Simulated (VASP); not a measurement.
Here is a VASP 6.6.1 calculation.

The input INCAR:

```
PREC = Accurate ; ENCUT = 520
EDIFF = 1E-6 ; ISMEAR = 0
SIGMA = 0.1 ; LREAL = False
LASPH = True ; NELM = 150
ALGO = Normal ; ISIF = 2
LWAVE = False ; LCHARG = False
LMAXMIX = 4 ; LDAU = True
LDAUTYPE = 2 ; LDAUL = 2 -1
LDAUU = 4 0 ; LDAUJ = 0 0
LDAUPRINT = 1 ; GGA = PE
NBANDS = 18
```

Contents of KPOINTS:

```
regular mesh
0
Gamma
  14 14 14
```

POSCAR

```
CuO2
1.0
    0.0000000000      2.5827836775      2.5827836775
    2.5827836775      0.0000000000      2.5827836775
    2.5827836775      2.5827836775      0.0000000000
Cu O
1 2
Direct
    0.0000000000      0.0000000000      0.0000000000
    0.2500000000      0.2500000000      0.2500000000
    0.7500000000      0.7500000000      0.7500000000
```

Potentials or basis: VASP PAW PBE potentials, release 64 (Cu, O).

The run is started by

```bash
$ cat potpaw_PBE.64/Cu/POTCAR potpaw_PBE.64/O/POTCAR > POTCAR
$ mpirun -np 1 vasp_std > vasp.out
```

Question: Estimate the pressure.

Answer: -19.5 GPa.

Question: What does it give for the band gap on the k mesh?

Answer: Zero (an odd number of electrons rules out a gap without spin polarisation).

Eigenvalues of the final occupation matrices:
```tsv
site	spin	trace	eigenvalues
site 1 d	1	4.57	0.88 0.88 0.88 0.97 0.97
site 1 d	2	4.57	0.88 0.88 0.88 0.97 0.97
```

Caveat: the cell stands under tension; an odd number of electrons without spin polarisation forces a metal; a magnetic or distorted state may lie lower; U without spin polarisation on a metal has little footing.
